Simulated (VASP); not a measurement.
Input of a VASP 6.6.1 run:

Contents of INCAR:

```
SYSTEM = Mo
PREC = Accurate ; ENCUT = 520
EDIFF = 1E-6 ; ISMEAR = -1
SIGMA = 0.1 ; LREAL = .False.
LASPH = .True. ; NELM = 80
ALGO = Normal ; ISIF = 2
LWAVE = .False. ; LCHARG = .False.
NBANDS = 13
```

The input KPOINTS:

```
regular mesh
0
Gamma
  14 14 13
  0 0 0
```

The input POSCAR:

```
Mo
1.0
    2.7355104000      0.0000000000      0.0000000000
   -1.3677552000      2.3690215000      0.0000000000
    0.0000000000      0.0000000000      2.5551807000
Mo
1
Direct
    0.0000000000      0.0000000000      0.5000000000
```

Potentials or basis: VASP PAW LDA potentials, release 64 (Mo_sv).

Launch:

```sh
$ cat potpaw_LDA.64/Mo_sv/POTCAR > POTCAR
$ mpirun -np 1 vasp_std > vasp.out
```

Task: What does it give for the pressure?

Result: -6.9 GPa.

Task: Estimate the band gap on the k mesh.

Result: Zero (band 7 reaches 12.38 eV, above the bottom of band 8 at 10.50 eV).

Stress tensor (GPa, compression positive):
```
 -4.64   0.00   0.00
  0.00  -4.64   0.00
  0.00   0.00 -11.32
```
